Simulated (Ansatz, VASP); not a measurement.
**TaN in VASP and in Ansatz**

```
Ta N
1.0
     0.00000    2.11622    2.17427
     2.11622    0.00000    2.17427
     2.11622    2.11622    0.00000
Ta N
1 1
Direct
  0.50000 0.50000 0.50000
  0.00000 0.00000 0.00000
```

Change from the starting cell: mode 4 frozen in at +0.000 Å, equal normal strain along x and y -0.0267.

Alike in both runs: task single point; functional LDA; k mesh 18 × 18 × 18; occupations gaussian, width 0.15 eV; no spin polarisation.

|  | VASP | Ansatz |
| --- | --- | --- |
| version | VASP 6.6.1 | Ansatz 0.2.0 |
| potentials or method | VASP PAW LDA potentials, release 64 (Ta_pv, N), cutoff 520 eV | scalar-relativistic, plane waves, PAW |
| valence electrons in the cell | 16 | 18 |

Ansatz gave:

| Item | Value |
| --- | --- |
| gap on the k mesh at the Fermi level (eV) | none |
| pressure (GPa) | 23.6 |
| traceless stress, the component that is largest in VASP (GPa) | -15.21 |

Q: What did VASP give for the same quantities?

A: gap on the k mesh at the Fermi level (eV): none; pressure (GPa): 26.2; traceless stress, the component that is largest in VASP (GPa): -15.42.

LDA's correlation is that of Perdew and Zunger in VASP and of Perdew and Wang (1992) in Ansatz. A gap of «none» marks a metal or a gap that the smearing closes. VASP's potentials hold 16 valence electrons a cell and Ansatz's 18, so a difference there can come from the potentials and not from the codes.

Spin-orbit coupling is off throughout.
